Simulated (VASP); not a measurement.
# MgCd3O4 (Pmmm) in VASP: relaxation of cell and atoms with PBE

Aim: the relaxation of cell and atoms of MgCd3O4 with PBE.

Everything below comes from runs of VASP 6.6.1. Logs are shortened: lines on timing, memory, paths and dates and some standing lists are left out, and cuts for length are marked.

### 1 The cell of the first run

It takes space group Pmmm (No. 47, orthorhombic). Conventional cell: a = 3.276 Å, b = 4.667 Å, c = 6.643 Å, α = 90.00°, β = 90.00°, γ = 90.00°. Mg (site symmetry mmm) has 6 O at 2.21 to 2.33 Å within 2.9 Å. Within 3.0 Å of Cd (site symmetry mm2) lie 6 O at 2.31 to 2.36 Å. Cd (site symmetry mmm) has 6 O at 2.33 to 2.46 Å within 3.1 Å. Within 3.0 Å of O (site symmetry mmm) lie 4 Cd at 2.31 Å and 2 Mg at 2.33 Å. O (site symmetry mm2) has 2 Mg at 2.21 Å and 4 Cd at 2.34 to 2.46 Å and 1 O at 2.97 Å within 3.0 Å. Within 3.1 Å of O (site symmetry mmm) lie 6 Cd at 2.33 to 2.36 Å.

### 2 Relaxation of cell and atoms, PBE

The input, INCAR:

```
SYSTEM = MgCd3O4
  PREC = Accurate
  ENCUT = 600
  EDIFF = 1E-6
  ISMEAR = 0
  SIGMA = 0.1
  LREAL = .FALSE.
  LASPH = .TRUE.
  NELM = 60
  ALGO = Fast
  ISIF = 3
  LWAVE = .FALSE.
  LCHARG = .FALSE.
  GGA = PE
  IBRION = 2
  NSW = 100
  EDIFFG = -0.01
```

The input, KPOINTS:

```
Automatic mesh
0
G
  12 8 6
  0 0 0
```

The input, POSCAR:

```
MgCd3O4
1.0
    3.2758851000      0.0000000000      0.0000000000
    0.0000000000      4.6667382000      0.0000000000
    0.0000000000      0.0000000000      6.6427252000
Mg Cd O
1 3 4
Direct
    0.0000000000      0.0000000000      0.0000000000
    0.5000000000      0.5000000000      0.2444540000
    0.0000000000      0.0000000000      0.5000000000
    0.5000000000      0.5000000000      0.7555460000
    0.0000000000      0.5000000000      0.0000000000
    0.5000000000      0.0000000000      0.2237180000
    0.0000000000      0.5000000000      0.5000000000
    0.5000000000      0.0000000000      0.7762820000
```

Potentials or basis: VASP PAW PBE potentials, release 64 (Mg, Cd, O).

Command:

```console
$ cat potpaw_PBE.64/Mg/POTCAR potpaw_PBE.64/Cd/POTCAR potpaw_PBE.64/O/POTCAR > POTCAR
$ mpirun -np 1 vasp_std > vasp.out
```

OUTCAR:

```text
SYSTEM = MgCd3O4
   PREC = Accurate
   ENCUT = 600
   EDIFF = 1E-6
   ISMEAR = 0
   LREAL = .FALSE.
   LASPH = .TRUE.
   NELM = 60
   ISIF = 3
   GGA = PE
   IBRION = 2
   NSW = 100
   EDIFFG = -0.01

 ion  position               nearest neighbor table
   1  0.000  0.000  0.000-   6 2.21   8 2.21   6 2.21   8 2.21   5 2.33   5 2.33   4 3.28   4 3.28
                             2 3.28   4 3.28   2 3.28   2 3.28   2 3.28   4 3.28   3 3.32   3 3.32
   2  0.500  0.500  0.244-   5 2.31   5 2.31   6 2.34   6 2.34   7 2.36   7 2.36   4 3.25   1 3.28
                             1 3.28   1 3.28   1 3.28   3 3.32   3 3.32   3 3.32   3 3.32   4 3.40
   3  0.000  0.000  0.500-   7 2.33   7 2.33   8 2.46   6 2.46   6 2.46   8 2.46   4 3.32   4 3.32
                             2 3.32   4 3.32   2 3.32   2 3.32   2 3.32   4 3.32   1 3.32   1 3.32
   4  0.500  0.500  0.756-   5 2.31   5 2.31   8 2.34   8 2.34   7 2.36   7 2.36   2 3.25   1 3.28
                             1 3.28   1 3.28   1 3.28   3 3.32   3 3.32   3 3.32   3 3.32   2 3.40
   5  0.000  0.500  0.000-   2 2.31   4 2.31   2 2.31   4 2.31   1 2.33   1 2.33
   6  0.500  0.000  0.224-   1 2.21   1 2.21   2 2.34   2 2.34   3 2.46   3 2.46
   7  0.000  0.500  0.500-   3 2.33   3 2.33   4 2.36   2 2.36   2 2.36   4 2.36
   8  0.500  0.000  0.776-   1 2.21   1 2.21   4 2.34   4 2.34   3 2.46   3 2.46

  LATTYP: Found a simple orthorhombic cell.
 ALAT       =     3.2758851000
 B/A-ratio  =     1.4245732245
 C/A-ratio  =     2.0277650153

  Lattice vectors:

 A1 = (   3.2758851000,   0.0000000000,   0.0000000000)
 A2 = (   0.0000000000,   4.6667382000,   0.0000000000)
 A3 = (   0.0000000000,   0.0000000000,   6.6427252000)

Analysis of symmetry for initial positions (statically):
=====================================================================
 Subroutine PRICEL returns:
 Original cell was already a primitive cell.

 Routine SETGRP: Setting up the symmetry group for a
 simple orthorhombic supercell.

 Subroutine GETGRP returns: Found  8 space group operations
 (whereof  8 operations were pure point group operations)
 out of a pool of  8 trial point group operations.

The static configuration has the point symmetry D_2h.

Analysis of symmetry for dynamics (positions and initial velocities):
=====================================================================
 Subroutine PRICEL returns:
 Original cell was already a primitive cell.

 Routine SETGRP: Setting up the symmetry group for a
 simple orthorhombic supercell.

 Subroutine GETGRP returns: Found  8 space group operations
 (whereof  8 operations were pure point group operations)
 out of a pool of  8 trial point group operations.

The dynamic configuration has the point symmetry D_2h.

 Subroutine INISYM returns: Found  8 space group operations
 (whereof  8 operations are pure point group operations),
 and found     1 'primitive' translations

----------------------------------------------------------------------------------------

                                     Primitive cell

  volume of cell :     101.5520

  direct lattice vectors                    reciprocal lattice vectors
     3.275885100  0.000000000  0.000000000     0.305261012  0.000000000  0.000000000
     0.000000000  4.666738200  0.000000000     0.000000000  0.214282430  0.000000000
     0.000000000  0.000000000  6.642725200     0.000000000  0.000000000  0.150540625

  length of vectors
     3.275885100  4.666738200  6.642725200     0.305261012  0.214282430  0.150540625

  position of ions in fractional coordinates (direct lattice)
     0.000000000  0.000000000  0.000000000
     0.500000000  0.500000000  0.244454000
     0.000000000  0.000000000  0.500000000
     0.500000000  0.500000000  0.755546000
     0.000000000  0.500000000  0.000000000
     0.500000000  0.000000000  0.223718000
     0.000000000  0.500000000  0.500000000
     0.500000000  0.000000000  0.776282000

  ion indices of the primitive-cell ions
   primitive index   ion index
                 1           1
                 2           2
                 3           3
                 4           4
                 5           5
                 6           6
                 7           7
                 8           8

----------------------------------------------------------------------------------------

 KPOINTS: Automatic mesh

Automatic generation of k-mesh.
 Grid dimensions read from file:
 generate k-points for:   12    8    6

 Generating k-lattice:

  Cartesian coordinates                     Fractional coordinates (reciprocal lattice)
     0.025438418  0.000000000  0.000000000     0.083333333  0.000000000  0.000000000
     0.000000000  0.026785304  0.000000000     0.000000000  0.125000000  0.000000000
     0.000000000  0.000000000  0.025090104     0.000000000  0.000000000  0.166666667

  Length of vectors
     0.025438418  0.026785304  0.025090104

  Shift w.r.t. Gamma in fractional coordinates (k-lattice)
     0.000000000  0.000000000  0.000000000

 Subroutine IBZKPT returns following result:
 ===========================================

 Found    140 irreducible k-points:

 Following reciprocal coordinates:
            Coordinates               Weight
  0.000000  0.000000  0.000000      1.000000
  0.083333  0.000000  0.000000      2.000000
  0.166667  0.000000  0.000000      2.000000
  0.250000  0.000000  0.000000      2.000000
  0.333333  0.000000  0.000000      2.000000
  0.416667  0.000000  0.000000      2.000000
[... 16 lines left out ...]
  0.083333  0.375000  0.000000      4.000000
  0.166667  0.375000  0.000000      4.000000
 [... further k-points ...]
   k-points           NKPTS =    140   k-points in BZ     NKDIM =    140   number of bands    NBANDS=     37
   number of dos      NEDOS =    301   number of ions     NIONS =      8
   total plane-waves  NPLWV =  60480
   dimension x,y,z NGX =    28 NGY =   40 NGZ =   54
   dimension x,y,z NGXF=    56 NGYF=   80 NGZF=  108
   ions per type =               1   3   4
   NGX,Y,Z   is equivalent  to a cutoff of  14.21, 14.25, 13.51 a.u.
   NGXF,Y,Z  is equivalent  to a cutoff of  28.42, 28.50, 27.03 a.u.
 SYSTEM =  MgCd3O4
   PREC   = accura    normal or accurate (medium, high low for compatibility)
   ISTART =      0    job   : 0-new  1-cont  2-samecut
   ICHARG =      2    charge: 1-file 2-atom 10-const
   ISPIN  =      1    spin polarized calculation?
   LNONCOLLINEAR =      F non collinear calculations
   LSORBIT =      F    spin-orbit coupling
   LASPH  =      T    aspherical Exc in radial PAW
   ENCUT  =  600.0 eV  44.10 Ry    6.64 a.u.   6.54  9.32 13.27*2*pi/ulx,y,z
   NELM   =     60;   NELMIN=  2; NELMDL= -5     # of ELM steps
   EDIFF  = 0.1E-05   stopping-criterion for ELM
   LREAL  =      F    real-space projection
   EDIFFG = -.1E-01   stopping-criterion for IOM
   NSW    =    100    number of steps for IOM
   IBRION =      2    ionic relax: 0-MD 1-quasi-New 2-CG
   NFREE  =      1    steps in history (QN), initial steepest desc. (CG)
   ISIF   =      3    stress and relaxation
   ISYM   =      2    0-nonsym 1-usesym 2-fastsym
   POTIM  = 0.5000    time-step for ionic-motion
   TEBEG  =    0.0;   TEEND  =   0.0 temperature during run
   PSTRESS=    0.0 pullay stress
   NELECT =      62.0000    total number of electrons
   NUPDOWN=      -1.0000    fix difference up-down
   EMIN   =  10.00;   EMAX   =-10.00  energy-range for DOS
   EFERMI =   0.00;   METHOD = LEGACY
   ISMEAR =     0;   SIGMA  =   0.10  broadening in eV -4-tet -1-fermi 0-gaus
   EFERMI_NEDOS =   21; number of points for ismear=-14 and -15
   IALGO  =     68    algorithm
   IMIX   =      4    mixing-type and parameters
     AMIX     =   0.40;   BMIX     =  1.00
     AMIX_MAG =   1.60;   BMIX_MAG =  1.00
  volume/ion in A,a.u.               =      12.69        85.66
  Fermi-wavevector in a.u.,A,eV,Ry     =   1.388809  2.624469 26.242796  1.928791
  Thomas-Fermi vector in A             =   2.512900
   LORBIT       =      0    0 simple, 1 ext, 2 COOP (PROOUT), +10 PAW based schemes
   GGA     = PE    functional components
   LHFCALC =     F    Hartree Fock is set to
   AEXX    =    0.0000 exact exchange contribution
   IVDW    =     0    specifies the selected vdW correction
   LEPSILON=     F    determine dielectric tensor
   LRPA    =     F    only Hartree local field effects (RPA)
 conjugate gradient relaxation of ions
 non-spin polarized calculation
 RMM-DIIS sequential band-by-band and
 Gauss-broadening in eV      SIGMA  =   0.10
  energy-cutoff  :      600.00
  volume of cell :      101.55
 maximum number of plane-waves:      3424
 NGX is ok and might be reduce to    28
   NGX = 13   NGY = 19   NGZ = 27

--------------------------------------- Ionic step        1  -------------------------------------------

 number of electron      62.0000015 magnetization

 Free energy of the ion-electron system (eV)
  ---------------------------------------------------
  ext. energy  EPLUGINS =         0.00000000
  ---------------------------------------------------
  free energy    TOTEN  =       -34.59367358 eV

  energy without entropy =      -34.59313099  energy(sigma->0) =      -34.59340229

------------------------ aborting loop because EDIFF is reached ----------------------------------------

  FORCE on cell =-STRESS in cart. coord.  units (eV):
  Direction    XX          YY          ZZ          XY          YZ          ZX
  --------------------------------------------------------------------------------------
  -------------------------------------------------------------------------------------
  Total        0.4166103      0.5568196      0.4669609      0.0000000      0.0000000      0.0000000
  in kB        6.5728265      8.7848971      7.3672044      0.0000000      0.0000000      0.0000000
  external PRESSURE =       7.5749760 kB  Pullay stress =       0.0000000 kB
[... 195 lines left out ...]
  energy  without entropy=      -34.5948991095  energy(sigma->0) =      -34.59517256

--------------------------------------- Ionic step        6  -------------------------------------------

 number of electron      62.0000015 magnetization

 Free energy of the ion-electron system (eV)
  ---------------------------------------------------
  ext. energy  EPLUGINS =         0.00000000
  ---------------------------------------------------
  free energy    TOTEN  =       -34.59552015 eV

  energy without entropy =      -34.59497084  energy(sigma->0) =      -34.59524550

 E-fermi :   2.3105     XC(G=0): -11.2714

 val. band max:        2.2348160257   @ k =   0.0000   0.5000   0.0000
 cond. band min:       2.5904666637   @ k =   0.0833   0.0000   0.0000
 fundamental gap:      0.3556506380
 Fermi energy:         2.3104684412

 k-point     1 :       0.0000    0.0000    0.0000
  band No.  band energies     occupation
      1     -15.2009      2.00000
      2     -14.6731      2.00000
      3     -14.3948      2.00000
      4     -14.2781      2.00000
      5      -5.2906      2.00000
      6      -5.2076      2.00000
[... 949 lines left out ...]
     36       9.3295      0.00000
     37      10.3972      0.00000

 [... further k-points ...]

------------------------ aborting loop because EDIFF is reached ----------------------------------------

  FORCE on cell =-STRESS in cart. coord.  units (eV):
  Direction    XX          YY          ZZ          XY          YZ          ZX
  --------------------------------------------------------------------------------------
  -------------------------------------------------------------------------------------
  Total       -0.0199546     -0.0119836      0.0042839      0.0000000      0.0000000      0.0000000
  in kB       -0.3130406     -0.1879953      0.0672042      0.0000000      0.0000000      0.0000000
  external PRESSURE =      -0.1446106 kB  Pullay stress =       0.0000000 kB
[... 23 lines left out ...]
  FREE ENERGIE OF THE ION-ELECTRON SYSTEM (eV)
  ---------------------------------------------------
  free  energy   TOTEN  =       -34.5955201521 eV

  energy  without entropy=      -34.5949708387  energy(sigma->0) =      -34.59524550

 reached required accuracy - stopping structural energy minimisation
```

Wall time 49 min (1 thread of Oxide Virtual Turin-like, shared host); peak memory 0.63 GiB.

What came out:

| Item | Value |
| --- | --- |
| Free energy | -34.5955 eV |
| Relaxed volume | 12.77 Å³/atom |
| Relaxed cell | a = 3.279 Å, b = 4.681 Å, c = 6.654 Å, α = 90.00°, β = 90.00°, γ = 90.00° |
| Space group after relaxing (to 0.1 Å) | Pmmm (No. 47) |
| Energy gained by relaxing | 0.2 meV/atom |
| Ionic steps | 6 |
| Pressure after relaxing | 0.0 GPa |
| Largest force after relaxing | 0.006 eV/Å |
| Band gap on the k mesh | zero (bands 31 and 32 overlap by 0.11 eV) |

Forces in eV/Å, atoms in the order of the input:
```
Mg   0.000  0.000  0.000
Cd   0.000  0.000 -0.006
Cd   0.000  0.000  0.000
Cd   0.000  0.000  0.006
O    0.000  0.000  0.000
O    0.000  0.000  0.003
O    0.000  0.000  0.000
O    0.000  0.000 -0.003
```

The path:
```csv
step,energy change (eV),largest force (eV/Å),pressure (GPa),volume (Å³)
1,0.0000,0.0652,0.76,101.55
2,-0.0013,0.0281,-0.39,102.44
3,-0.0016,0.0390,-0.04,102.17
4,-0.0016,0.0382,-0.06,102.18
5,-0.0018,0.0225,-0.05,102.16
6,-0.0018,0.0060,-0.01,102.13
```

Final structure:
```cif
data_structure
_symmetry_space_group_name_H-M 'P 1'
_symmetry_Int_Tables_number 1
_cell_length_a 3.2790
_cell_length_b 4.6811
_cell_length_c 6.6537
_cell_angle_alpha 90.000
_cell_angle_beta 90.000
_cell_angle_gamma 90.000
_cell_volume 102.13
loop_
_atom_site_label
_atom_site_type_symbol
_atom_site_fract_x
_atom_site_fract_y
_atom_site_fract_z
_atom_site_occupancy
Mg1 Mg 0.00000 0.00000 0.00000 1
Cd1 Cd 0.50000 0.50000 0.24445 1
Cd2 Cd 0.00000 0.00000 0.50000 1
Cd3 Cd 0.50000 0.50000 0.75555 1
O1 O 0.00000 0.50000 0.00000 1
O2 O 0.50000 0.00000 0.22264 1
O3 O 0.00000 0.50000 0.50000 1
O4 O 0.50000 0.00000 0.77736 1
```

Caveat: semilocal functionals underestimate gaps, so a narrow gap can read as zero.
